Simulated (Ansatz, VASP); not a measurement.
Hf in VASP and in Ansatz

```
Hf
1.0
     3.20320    0.00000    0.00000
     0.00000    5.07025    0.00000
     0.00000    0.00000   25.40820
Hf
4
Direct
  0.00000 0.75000 0.43293
  0.50000 0.25000 0.46707
  0.50000 0.75000 0.53293
  0.00000 0.25000 0.56707
```

Alike in both runs: task single point; functional PBE; k mesh 13 × 8 × 1; occupations fermi-dirac, width 0.05 eV; no spin polarisation.

```csv
,VASP,Ansatz
version,VASP 6.6.1,Ansatz 0.2.0
potentials or method,"VASP PAW PBE potentials, release 64 (Hf_pv), cutoff 520 eV","all-electron LAPW, scalar-relativistic"
```

```csv
,VASP,Ansatz,Ansatz less VASP
rms of the force components (eV/Å),0.029,0.002,-0.0271
```

Atom by atom the forces differ by 0.029 eV/Å (rms over components). Ansatz ran all-electron here, and VASP with PAW potentials.

Neither program's run includes spin-orbit coupling.
